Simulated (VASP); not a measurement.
## Li (a cell with a defect): single point with PBE

Li (a cell with a defect):

```xyz
17
Lattice="6.9800 0.0000 0.0000 0.0000 6.9800 0.0000 0.0000 0.0000 6.9800" Properties=species:S:1:pos:R:3 pbc="T T T"
Li    0.0051   -0.2062    0.1453
Li    3.2843   -0.2618   -0.0717
Li   -0.1032    3.5617    0.2055
Li   -0.1012    0.9602    2.9025
Li    1.9286    1.8293    1.4729
Li    3.7008    3.7438    0.4052
Li    3.3240    0.0073    3.6332
Li    4.8957    1.5500    1.4091
Li   -0.0747    3.5071    3.4680
Li    1.7022    5.2844    1.9991
Li    1.7080    1.7601    5.4043
Li    3.5915    3.2632    3.3969
Li    5.2695    5.4740    2.1120
Li    5.1989    1.7060    5.3836
Li    2.1020    4.5372    5.4261
Li    5.0601    5.0712    5.2827
Li    0.4040    6.1688    4.4929
```

| Item | Value |
| --- | --- |
| Program | VASP 6.6.1 |
| Task | single point |
| Functional | PBE |
| Potentials or basis | VASP PAW PBE potentials, release 64 (Li_sv) |
| Cutoff | 520 eV |
| k mesh | 2 × 2 × 2 |
| Occupations | fermi-dirac, width 0.1 eV |
| Spin | no spin polarisation |
| Dipole correction | no |
| Further INCAR settings | LREAL = Auto; ALGO = Normal; EDIFF = 1e-07; NBANDS = 40 |

```yaml
Largest_force: 0.085 eV/Å
Band_gap_on_the_k_mesh: zero (an odd number of electrons rules out a gap without spin polarisation)
```

Forces on the atoms (eV/Å):
```
Li   0.011  0.010  0.003
Li  -0.021  0.010 -0.008
Li  -0.020  0.003  0.009
Li  -0.034 -0.077  0.009
Li  -0.010  0.013  0.003
Li   0.046 -0.008 -0.009
Li   0.001  0.027 -0.001
Li   0.000 -0.032 -0.015
Li  -0.002  0.048  0.025
Li   0.022 -0.030 -0.041
Li  -0.033 -0.018  0.007
Li   0.008 -0.001  0.014
Li  -0.006  0.014 -0.009
Li   0.024 -0.034 -0.013
Li  -0.037  0.003 -0.002
Li   0.003  0.045 -0.025
Li   0.050  0.026  0.052
```

Levels at points of the mesh, in eV from the Fermi level:
| k point | band 23 | band 24 | band 25 | band 26 | band 27 | band 28 |
| --- | --- | --- | --- | --- | --- | --- |
| (0.00, 0.00, 0.00) | -1.01 | -0.99 | 0.24 | 0.27 | 0.46 | 0.49 |
| (0.50, 0.00, 0.00) | -0.58 | -0.53 | -0.51 | -0.49 | -0.44 | 0.97 |
| (0.00, 0.50, 0.00) | -0.55 | -0.52 | -0.49 | -0.47 | -0.46 | 0.94 |
| (0.00, 0.00, 0.50) | -0.56 | -0.52 | -0.50 | -0.47 | -0.46 | 0.93 |
| (0.50, 0.50, 0.00) | -0.14 | -0.08 | -0.05 | 0.10 | 0.15 | 0.20 |
| (0.00, 0.50, 0.50) | -0.17 | -0.11 | -0.04 | 0.06 | 0.15 | 0.32 |
| (0.50, 0.00, 0.50) | -0.16 | -0.05 | -0.01 | 0.05 | 0.14 | 0.18 |
| (0.50, 0.50, 0.50) | -1.65 | -1.64 | -1.61 | 1.83 | 2.04 | 2.05 |

Run time: 81 s on 1 thread of Intel(R) Xeon(R) 6975P-C (Granite Rapids), on a shared host, peak memory 0.37 GiB.

Caveat: the k points lie up to 0.45 Å⁻¹ apart, too coarse for converged energies and pressures of a metal.
